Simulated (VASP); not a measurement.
Set up this calculation in VASP 6.6.1, as the native input.

```yaml
Task: single point
Functional: PBEsol
Potentials_or_basis: VASP PAW PBE potentials, release 64 (Ti_sv, Al)
Cutoff: 400 eV
k_mesh: 3 × 3 × 1
Occupations: methfessel-paxton, width 0.15 eV
Spin: no spin polarisation
Dipole_correction: no
Further_INCAR_settings: ALGO = Normal; EDIFF = 1e-06; NBANDS = 49
```

The structure of Ti3Al lies in POSCAR:

```
Ti3Al
1.0
    2.9275420000      0.0000000000      0.0000000000
   -2.9275420000      5.0706514853      0.0000000000
    0.0000000000      0.0000000000      9.2263620000
Ti Al
6 2
Direct
    0.6421788232      0.1576604116      0.0031454435
    0.3555701895      0.3356596297      0.7513413196
    0.3353337127      0.3286899139      0.2445547877
    0.6596579620      0.6644941010      0.0039975670
    0.3385351445      0.8369218457      0.7466865055
    0.3451389264      0.8377398865      0.2505223619
    0.6436355231      0.1678220249      0.5019710911
    0.6724042541      0.6752708227      0.4975888655
```

The input as run:

INCAR

```
SYSTEM = Ti3Al
ALGO = Normal
EDIFF = 1E-6
ENCUT = 400
GGA = PS
GGA_COMPAT = .FALSE.
ISIF = 2
ISMEAR = 1
LASPH = .TRUE.
LCHARG = .TRUE.
LELF = .TRUE.
LREAL = .FALSE.
LVHAR = .TRUE.
LWAVE = .FALSE.
NBANDS = 49
NELM = 120
PREC = Accurate
SIGMA = 0.15
```

KPOINTS

```
k-points
0
G
  3 3 1
  0 0 0
```

Potentials or basis: VASP PAW PBE potentials, release 64 (Ti_sv, Al).

The run is started by

```console
$ cat potpaw_PBE.64/Ti_sv/POTCAR potpaw_PBE.64/Al/POTCAR > POTCAR
$ mpirun -np 1 vasp_std > vasp.out
```

Results of the run:

```
Pressure               : -4.1 GPa
Largest force          : 0.392 eV/Å
Band gap on the k mesh : zero (bands 39 and 40 overlap by 0.98 eV)
```

Caveat: the k points lie up to 0.72 Å⁻¹ apart, too coarse for converged energies and pressures of a metal; the PAW data sets were made with another functional, which shifts forces and pressure a little.

Run time: 49 s on 1 thread of Intel(R) Xeon(R) Platinum 8259CL CPU @ 2.50GHz (Skylake/Cascade Lake), with other jobs on the host, peak memory 0.2 GiB.
